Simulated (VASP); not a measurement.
Wanted: the native input for a VASP 6.6.1 run.

```
Task                   : relaxation of cell and atoms
Functional             : PBE
Potentials or basis    : VASP PAW PBE potentials, release 64 (Ta_pv, N)
Cutoff                 : 600 eV
k mesh                 : 12 × 12 × 8
Occupations            : gaussian, width 0.02 eV
Spin                   : no spin polarisation
Dipole correction      : no
Further INCAR settings : ALGO = Normal; EDIFF = 1e-06; IBRION = 2; EDIFFG = -0.01; NSW = 100; ISIF = 3
```

The structure of TaN lies in POSCAR:

```
TaN
1.0
    3.1451373700      0.0000000000      0.0000000000
   -1.5725686850      2.7237688608      0.0000000000
    0.0000000000      0.0000000000      4.8287683951
Ta N
1 1
Direct
    0.3333333333      0.6666666667      0.8109056217
    0.6666666667      0.3333333333      0.6468860783
```

The input as run:

INCAR

```
PREC = Accurate ; ENCUT = 600
EDIFF = 1E-6 ; ISMEAR = 0
SIGMA = 0.02 ; LREAL = F
LASPH = T ; NELM = 80
ALGO = Normal ; ISIF = 3
LWAVE = F ; LCHARG = F
GGA = PE ; IBRION = 2
NSW = 100 ; EDIFFG = -0.01
```

KPOINTS

```
regular mesh
0
Gamma
  12 12 8
```

Potentials or basis: VASP PAW PBE potentials, release 64 (Ta_pv, N).

The run is started by

```sh
$ cat potpaw_PBE.64/Ta_pv/POTCAR potpaw_PBE.64/N/POTCAR > POTCAR
$ mpirun -np 1 vasp_std > vasp.out
```

Results of the run:

```yaml
Relaxed_volume: 20.71 Å³/atom
Relaxed_cell: a = 3.146 Å, b = 3.146 Å, c = 4.834 Å, α = 90.00°, β = 90.00°, γ = 120.00°
Space_group_after_relaxing_to_0.05_Å: P3m1 (No. 156)
Energy_gained_by_relaxing: 0.2 meV/atom
Ionic_steps: 4
Pressure_after_relaxing: 0.0 GPa
Largest_force_after_relaxing: 0.005 eV/Å
Band_gap_on_the_k_mesh: 0.46 eV, indirect (least direct gap 0.60 eV)
```

Caveat: spin-orbit coupling is left out, which moves the levels of the heavy elements.

Run time: 110 s on 1 thread of AMD EPYC 7R13 Processor (Zen 3), with other jobs on the host, peak memory 0.22 GiB.
